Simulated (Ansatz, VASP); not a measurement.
## BiTe: VASP beside Ansatz

File INCAR:

```
PREC = Accurate
ENCUT = 520
EDIFF = 1E-7
ISMEAR = 0
SIGMA = 0.15
LREAL = False
LASPH = True
NELM = 80
ALGO = Normal
ISIF = 2
LWAVE = False
LCHARG = True
GGA = PE
LELF = True
LVHAR = True
NBANDS = 18
```

File KPOINTS:

```
Automatic mesh
0
Gamma
  14 14 14
```

File POSCAR:

```
BiTe
1.0
    0.0000000000      3.2350000000      3.2350000000
    3.2350000000      0.0000000000      3.2350000000
    3.2350000000      3.2350000000      0.0000000000
Bi Te
1 1
Direct
   -0.0193199382     -0.0193199382      0.0193199382
    0.5000000000      0.5000000000      0.5000000000
```

Input for Ansatz:

```yaml
crystal:
  lattice:
    - [0.0, 3.235, 3.235]
    - [3.235, 0.0, 3.235]
    - [3.235, 3.235, 0.0]
  atoms:
    - { symbol: Bi, position: [-0.0193199382, -0.0193199382, 0.0193199382] }
    - { symbol: Te, position: [0.5, 0.5, 0.5] }
basis:
  ecutwfc: 420
kpoints:
  mp_grid: { grid: [14, 14, 14] }
hamiltonian:
  xc: pbe
scf:
  occupations: { method: gaussian, width: 0.15 }
output:
  forces: true
  stress: true
  eigenvalues: true
```

Change from the starting cell: all Bi atoms moved +0.125 Å, as atom 1 towards its neighbour atom 2 (Te) at 3.235 Å.

Alike in both runs: task single point; functional PBE; k mesh 14 × 14 × 14; occupations gaussian, width 0.15 eV; no spin polarisation.

|  | VASP | Ansatz |
| --- | --- | --- |
| version | VASP 6.6.1 | Ansatz 0.2.0 |
| potentials or method | VASP PAW PBE potentials, release 64 (Bi_d, Te), cutoff 520 eV | scalar-relativistic, plane waves, PAW |
| valence electrons in the cell | 21 | 31 |

```tsv
	VASP	Ansatz	Ansatz less VASP
gap on the k mesh at the Fermi level (eV)	none	none	-
pressure (GPa)	1.0	1.0	+0.05
traceless stress, the component that is largest in VASP (GPa)	0.26	0.26	-0.003
rms of the force components (eV/Å)	0.185	0.185	-0.0007
```

Atom by atom the forces differ by 0.001 eV/Å (rms over components). A gap of «none» marks a metal or a gap that the smearing closes. VASP's potentials hold 21 valence electrons a cell and Ansatz's 31, so a difference there can come from the potentials and not from the codes.

Spin-orbit coupling is off throughout.
